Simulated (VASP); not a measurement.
# Sc (I4/mmm) in VASP: a series of runs

The runs below take Sc through single point, with r2SCAN.

Everything below comes from runs of VASP 6.6.1. Logs are shortened: lines on timing, memory, paths and dates and some standing lists are left out, and cuts for length are marked.

**1. The cell of the first run**

It takes space group I4/mmm (No. 139, tetragonal). Conventional cell: a = 3.339 Å, b = 3.339 Å, c = 4.359 Å, α = 90.00°, β = 90.00°, γ = 90.00°. Sc (site symmetry 4/mmm) has 14 Sc at 3.21 to 4.36 Å within 4.4 Å.

**2. Single point, r2SCAN (strain +0.040 along x and y, -0.040 along z)**

POSCAR

```
Sc
1.0
    0.0000000000      2.3613200000      2.1796800000
    2.3613200000      0.0000000000      2.1796800000
    2.3613200000      2.3613200000      0.0000000000
Sc
1
Direct
    0.0000000000      0.0000000000      0.0000000000
```

INCAR.step1

```
ALGO     = Normal         # electronic algorithm
EDIFF    = 1E-4           # SCF threshold, eV
ENCUT    = 520            # plane-wave cutoff, eV
GGA      = PE             # functional
ISMEAR   = 0              # smearing method
LASPH    = T              # aspherical terms in the spheres
LCHARG   = F              # write CHGCAR
LREAL    = F              # projectors in reciprocal space
LWAVE    = T              # write WAVECAR
NBANDS   = 12             # bands
NELM     = 60             # most SCF steps
PREC     = Accurate       # precision mode
SIGMA    = 0.15           # smearing width, eV
```

INCAR.step2

```
ALGO     = Normal         # electronic algorithm
EDIFF    = 1E-6           # SCF threshold, eV
ENCUT    = 520            # plane-wave cutoff, eV
ISIF     = 2              # what is computed and relaxed
ISMEAR   = 0              # smearing method
ISTART   = 1            
LASPH    = T              # aspherical terms in the spheres
LCHARG   = F              # write CHGCAR
LMIXTAU  = T            
LREAL    = F              # projectors in reciprocal space
LWAVE    = F              # write WAVECAR
METAGGA  = R2SCAN         # meta-GGA
NBANDS   = 12             # bands
NELM     = 60             # most SCF steps
PREC     = Accurate       # precision mode
SIGMA    = 0.15           # smearing width, eV
```

KPOINTS

```
k-points
0
Gamma
  18 18 18
```

Potentials or basis: VASP PAW PBE potentials, release 64 (Sc_sv).

The run is started by

```
$ cat potpaw_PBE.64/Sc_sv/POTCAR > POTCAR
$ cp INCAR.step1 INCAR
$ mpirun -np 1 vasp_std > vasp.out
$ cp INCAR.step2 INCAR
$ mpirun -np 1 vasp_std > vasp.out
```

OUTCAR:

```text
EDIFF = 1E-6
   ENCUT = 520
   ISIF = 2
   ISMEAR = 0
   ISTART = 1
   LASPH = T
   LREAL = F
   METAGGA = R2SCAN
   NELM = 60
   PREC = Accurate

 ion  position               nearest neighbor table
   1  0.000  0.000  0.000-

  LATTYP: Found a body centered tetragonal cell.
 ALAT       =     3.3394107691
 C/A-ratio  =     1.3054279037

  Lattice vectors:

 A1 = (   0.0000000000,  -2.3613200000,  -2.1796800000)
 A2 = (   0.0000000000,   2.3613200000,  -2.1796800000)
 A3 = (   2.3613200000,   0.0000000000,   2.1796800000)

Analysis of symmetry for initial positions (statically):
=====================================================================
 Subroutine PRICEL returns:
 Original cell was already a primitive cell.

 Routine SETGRP: Setting up the symmetry group for a
 body centered tetragonal supercell.

 Subroutine GETGRP returns: Found 16 space group operations
 (whereof 16 operations were pure point group operations)
 out of a pool of 16 trial point group operations.

The static configuration has the point symmetry D_4h.

Analysis of symmetry for dynamics (positions and initial velocities):
=====================================================================
 Subroutine PRICEL returns:
 Original cell was already a primitive cell.

 Routine SETGRP: Setting up the symmetry group for a
 body centered tetragonal supercell.

 Subroutine GETGRP returns: Found 16 space group operations
 (whereof 16 operations were pure point group operations)
 out of a pool of 16 trial point group operations.

The dynamic configuration has the point symmetry D_4h.

 Subroutine INISYM returns: Found 16 space group operations
 (whereof 16 operations are pure point group operations),
 and found     1 'primitive' translations

----------------------------------------------------------------------------------------

                                     Primitive cell

  volume of cell :      24.3071

  direct lattice vectors                    reciprocal lattice vectors
     0.000000000  2.361320000  2.179680000    -0.211745973  0.211745973  0.229391470
     2.361320000  0.000000000  2.179680000     0.211745973 -0.211745973  0.229391470
     2.361320000  2.361320000  0.000000000     0.211745973  0.211745973 -0.229391470

  length of vectors
     3.213539644  3.213539644  3.339410769     0.377217657  0.377217657  0.377217657

  position of ions in fractional coordinates (direct lattice)
     0.000000000  0.000000000  0.000000000

  ion indices of the primitive-cell ions
   primitive index   ion index
                 1           1

----------------------------------------------------------------------------------------

 KPOINTS: k-points

Automatic generation of k-mesh.
 Grid dimensions read from file:
 generate k-points for:   18   18   18

 Generating k-lattice:

  Cartesian coordinates                     Fractional coordinates (reciprocal lattice)
    -0.011763665  0.011763665  0.012743971     0.055555556  0.000000000  0.000000000
     0.011763665 -0.011763665  0.012743971     0.000000000  0.055555556  0.000000000
     0.011763665  0.011763665 -0.012743971     0.000000000  0.000000000  0.055555556

  Length of vectors
     0.020956536  0.020956536  0.020956536

  Shift w.r.t. Gamma in fractional coordinates (k-lattice)
     0.000000000  0.000000000  0.000000000

 Subroutine IBZKPT returns following result:
 ===========================================

 Found    480 irreducible k-points:

 Following reciprocal coordinates:
            Coordinates               Weight
  0.000000  0.000000  0.000000      1.000000
  0.055556 -0.000000  0.000000      8.000000
  0.111111 -0.000000  0.000000      8.000000
  0.166667  0.000000  0.000000      8.000000
  0.222222  0.000000  0.000000      8.000000
  0.277778 -0.000000  0.000000      8.000000
[... 16 lines left out ...]
 -0.277778  0.055556  0.000000      8.000000
 -0.222222  0.055556  0.000000      8.000000
 [... further k-points ...]
   k-points           NKPTS =    480   k-points in BZ     NKDIM =    480   number of bands    NBANDS=     12
   number of dos      NEDOS =    301   number of ions     NIONS =      1
   total plane-waves  NPLWV =  16128
   dimension x,y,z NGX =    24 NGY =   24 NGZ =   28
   dimension x,y,z NGXF=    48 NGYF=   48 NGZF=   56
   ions per type =               1
   NGX,Y,Z   is equivalent  to a cutoff of  12.42, 12.42, 13.94 a.u.
   NGXF,Y,Z  is equivalent  to a cutoff of  24.83, 24.83, 27.88 a.u.
 SYSTEM =  unknown system
   PREC   = accura    normal or accurate (medium, high low for compatibility)
   ISTART =      1    job   : 0-new  1-cont  2-samecut
   ICHARG =      0    charge: 1-file 2-atom 10-const
   ISPIN  =      1    spin polarized calculation?
   LNONCOLLINEAR =      F non collinear calculations
   LSORBIT =      F    spin-orbit coupling
   LASPH  =      T    aspherical Exc in radial PAW
   ENCUT  =  520.0 eV  38.22 Ry    6.18 a.u.   5.98  5.98  6.21*2*pi/ulx,y,z
   NELM   =     60;   NELMIN=  2; NELMDL=  0     # of ELM steps
   EDIFF  = 0.1E-05   stopping-criterion for ELM
   LREAL  =      F    real-space projection
   EDIFFG = 0.1E-04   stopping-criterion for IOM
   NSW    =      0    number of steps for IOM
   IBRION =     -1    ionic relax: 0-MD 1-quasi-New 2-CG
   NFREE  =      0    steps in history (QN), initial steepest desc. (CG)
   ISIF   =      2    stress and relaxation
   ISYM   =      2    0-nonsym 1-usesym 2-fastsym
   POTIM  = 0.5000    time-step for ionic-motion
   TEBEG  =    0.0;   TEEND  =   0.0 temperature during run
   PSTRESS=    0.0 pullay stress
   NELECT =      11.0000    total number of electrons
   NUPDOWN=      -1.0000    fix difference up-down
   EMIN   =  10.00;   EMAX   =-10.00  energy-range for DOS
   EFERMI =   0.00;   METHOD = LEGACY
   ISMEAR =     0;   SIGMA  =   0.15  broadening in eV -4-tet -1-fermi 0-gaus
   EFERMI_NEDOS =   21; number of points for ismear=-14 and -15
   IALGO  =     38    algorithm
   IMIX   =      4    mixing-type and parameters
     AMIX     =   0.40;   BMIX     =  1.00
     AMIX_MAG =   1.60;   BMIX_MAG =  1.00
  volume/ion in A,a.u.               =      24.31       164.03
  Fermi-wavevector in a.u.,A,eV,Ry     =   1.256883  2.375165 21.493876  1.579755
  Thomas-Fermi vector in A             =   2.390569
   LORBIT       =      0    0 simple, 1 ext, 2 COOP (PROOUT), +10 PAW based schemes
   METAGGA = R2SCAN    functional components
   LHFCALC =     F    Hartree Fock is set to
   AEXX    =    0.0000 exact exchange contribution
   IVDW    =     0    specifies the selected vdW correction
   LEPSILON=     F    determine dielectric tensor
   LRPA    =     F    only Hartree local field effects (RPA)
 non-spin polarized calculation
 Gauss-broadening in eV      SIGMA  =   0.15
  energy-cutoff  :      520.00
  volume of cell :       24.31
 maximum number of plane-waves:       672
   NGX = 11   NGY = 11   NGZ = 13

 number of electron      10.9999998 magnetization

 Free energy of the ion-electron system (eV)
  ---------------------------------------------------
  ext. energy  EPLUGINS =         0.00000000
  ---------------------------------------------------
  free energy    TOTEN  =       -11.29874773 eV

  energy without entropy =      -11.27674556  energy(sigma->0) =      -11.28774665

 E-fermi :   3.8690     XC(G=0): -10.6696

 val. band max:        3.8690035943   @ k =   0.3333   0.2778   0.0000
 cond. band min:       3.8710522171   @ k =   0.3889  -0.0000   0.2778
 fundamental gap:      0.0020486228
 Fermi energy:         3.8690450177

 k-point     1 :       0.0000    0.0000    0.0000
  band No.  band energies     occupation
      1     -47.6601      2.00000
      2     -25.0949      2.00000
      3     -25.0801      2.00000
      4     -25.0801      2.00000
      5      -1.7295      2.00000
      6       5.5530      0.00000
      7       5.5530      0.00000
      8       6.0086      0.00000
      9       6.8615      0.00000
     10       7.3885      0.00000
     11      17.0096      0.00000
     12      20.1964      0.00000

 k-point     2 :       0.0556   -0.0000    0.0000
  band No.  band energies     occupation
      1     -47.6581      2.00000
      2     -25.1034      2.00000
      3     -25.0861      2.00000
      4     -25.0825      2.00000
      5      -1.6458      2.00000
      6       5.5237      0.00000
      7       5.5820      0.00000
      8       6.0016      0.00000
      9       6.8460      0.00000
     10       7.3596      0.00000
     11      17.0820      0.00000
     12      19.7403      0.00000

 k-point     3 :       0.1111   -0.0000    0.0000
  band No.  band energies     occupation
      1     -47.6524      2.00000
      2     -25.1393      2.00000
      3     -25.0918      2.00000
      4     -25.0893      2.00000
      5      -1.3989      2.00000
      6       5.3997      0.00000
      7       5.6520      0.00000
      8       6.0224      0.00000
      9       6.8207      0.00000
     10       7.2873      0.00000
     11      17.1946      0.00000
     12      18.6471      0.00000
[... 286 lines left out ...]
 k-point    23 :      -0.2778    0.0556    0.0000
  band No.  band energies     occupation
      1     -47.6172      2.00000
      2     -25.3585      2.00000
      3     -25.1276      2.00000
      4     -25.1264      2.00000
      5       0.3727      2.00000
      6       4.5071      0.00000
      7       5.6303      0.00000
      8       5.9929      0.00000
      9       7.1619      0.00000
     10       7.5914      0.00000
     11      13.9941      0.00000
     12      17.3245      0.00000

 k-point    24 :      -0.2222    0.0556    0.0000
  band No.  band energies     occupation
      1     -47.6286      2.00000
      2     -25.2849      2.00000
      3     -25.1223      2.00000
      4     -25.1127      2.00000
      5      -0.2551      2.00000
      6       4.7803      0.00000
      7       5.7491      0.00000
      8       6.0714      0.00000
      9       6.8546      0.00000
     10       7.4234      0.00000
     11      15.2542      0.00000
     12      17.6787      0.00000

 [... further k-points ...]
[... 5 lines left out ...]
  --------------------------------------------------------------------------------------
  -------------------------------------------------------------------------------------
  Total        0.2506020      0.2506020      0.3877981      0.0000000      0.0000000      0.0000000
  in kB       16.5181983     16.5181983     25.5613502      0.0000000      0.0000000      0.0000000
  external PRESSURE =      19.5325822 kB  Pullay stress =       0.0000000 kB

 VOLUME and BASIS-vectors are now :
 -----------------------------------------------------------------------------
  energy-cutoff  :      520.00
  volume of cell :       24.31
      direct lattice vectors                 reciprocal lattice vectors
     0.000000000  2.361320000  2.179680000    -0.211745973  0.211745973  0.229391470
     2.361320000  0.000000000  2.179680000     0.211745973 -0.211745973  0.229391470
     2.361320000  2.361320000  0.000000000     0.211745973  0.211745973 -0.229391470

 POSITION                                       TOTAL-FORCE (eV/Angst)
 -----------------------------------------------------------------------------------
      0.00000      0.00000      0.00000         0.000000      0.000000      0.000000
 -----------------------------------------------------------------------------------
    total drift:                               -0.000000     -0.000000      0.000000

  FREE ENERGIE OF THE ION-ELECTRON SYSTEM (eV)
  ---------------------------------------------------
  free  energy   TOTEN  =       -11.2987477304 eV

  energy  without entropy=      -11.2767455607  energy(sigma->0) =      -11.28774665
```

Wall time 5.6 min (1 thread of Intel Xeon Platinum 8375C at 2.90GHz (Ice Lake), shared host); peak memory 0.26 GiB.

Results:

```yaml
Free_energy: -11.2987 eV
Pressure: 2.0 GPa
Band_gap_on_the_k_mesh: zero (an odd number of electrons rules out a gap without spin polarisation)
```

Stress tensor (GPa, compression positive):
```
1.65 0.00 0.00
0.00 1.65 0.00
0.00 0.00 2.56
```

Levels at points of the mesh, in eV from the Fermi level:
| k point | band 3 | band 4 | band 5 | band 6 | band 7 | band 8 |
| --- | --- | --- | --- | --- | --- | --- |
| (0.00, 0.00, 0.00) | -28.95 | -28.95 | -5.60 | 1.68 | 1.68 | 2.14 |
| (0.50, 0.00, 0.00) | -29.03 | -28.99 | -1.85 | 0.09 | 1.40 | 2.00 |
| (0.50, 0.50, 0.00) | -29.14 | -29.14 | -1.56 | -0.79 | 2.83 | 4.23 |
| (0.50, 0.00, 0.50) | -29.13 | -29.05 | -1.65 | -0.48 | 1.51 | 4.16 |

Caveat: the cell differs from its parent crystal (strain +0.040 along x and y, -0.040 along z); the PAW data sets were made with another functional, which shifts forces and pressure a little.

**3. Single point, r2SCAN (strain +0.080 along x and y, -0.080 along z)**

POSCAR

```
Sc
1.0
    0.0000000000      2.4521400000      2.0888600000
    2.4521400000      0.0000000000      2.0888600000
    2.4521400000      2.4521400000      0.0000000000
Sc
1
Direct
    0.0000000000      0.0000000000      0.0000000000
```

INCAR.step1

```
SYSTEM = Sc
  ALGO = Normal
  EDIFF = 1E-4
  ENCUT = 520
  GGA = PE
  ISMEAR = 0
  LASPH = .TRUE.
  LCHARG = .FALSE.
  LREAL = .FALSE.
  LWAVE = .TRUE.
  NBANDS = 12
  NELM = 80
  PREC = Accurate
  SIGMA = 0.15
```

INCAR.step2

```
SYSTEM = Sc
  ALGO = Normal
  EDIFF = 1E-6
  ENCUT = 520
  ISIF = 2
  ISMEAR = 0
  ISTART = 1
  LASPH = .TRUE.
  LCHARG = .TRUE.
  LELF = .TRUE.
  LMIXTAU = .TRUE.
  LREAL = .FALSE.
  LVHAR = .TRUE.
  LWAVE = .FALSE.
  METAGGA = R2SCAN
  NBANDS = 12
  NELM = 80
  PREC = Accurate
  SIGMA = 0.15
```

KPOINTS

```
k-points
0
G
  18 18 18
  0 0 0
```

Potentials or basis: VASP PAW PBE potentials, release 64 (Sc_sv).

The run is started by

```
$ cat potpaw_PBE.64/Sc_sv/POTCAR > POTCAR
$ cp INCAR.step1 INCAR
$ mpirun -np 1 vasp_std > vasp.out
$ cp INCAR.step2 INCAR
$ mpirun -np 1 vasp_std > vasp.out
```

Run time: 4.2 min. Hardware: 1 thread of Intel Xeon Platinum 8375C at 2.90GHz (Ice Lake), shared host; peak memory 0.26 GiB.

It converged, with:

| Quantity | Value |
| --- | --- |
| Free energy | -11.2952 eV |
| Pressure | 0.1 GPa |
| Band gap on the k mesh | zero (an odd number of electrons rules out a gap without spin polarisation) |

Stress tensor (GPa, compression positive):
```
-0.28  0.00  0.00
 0.00 -0.28  0.00
 0.00  0.00  0.78
```

Levels at points of the mesh, in eV from the Fermi level:
| k point | band 1 | band 2 | band 3 | band 4 | band 5 | band 6 | band 7 | band 8 | band 9 | band 10 |
| --- | --- | --- | --- | --- | --- | --- | --- | --- | --- | --- |
| (0.00, 0.00, 0.00) | -51.68 | -29.13 | -29.11 | -29.11 | -5.54 | 1.56 | 1.56 | 2.37 | 2.54 | 3.43 |
| (0.50, 0.00, 0.00) | -51.62 | -29.51 | -29.20 | -29.13 | -1.82 | 0.06 | 1.07 | 2.26 | 3.69 | 4.28 |
| (0.50, 0.50, 0.00) | -51.58 | -29.47 | -29.31 | -29.31 | -1.44 | -0.92 | 3.68 | 4.06 | 4.23 | 4.23 |
| (0.50, 0.00, 0.50) | -51.61 | -29.48 | -29.28 | -29.17 | -1.64 | -0.26 | 1.02 | 3.81 | 3.83 | 4.46 |

Caveat: the cell differs from its parent crystal (strain +0.080 along x and y, -0.080 along z); the PAW data sets were made with another functional, which shifts forces and pressure a little.
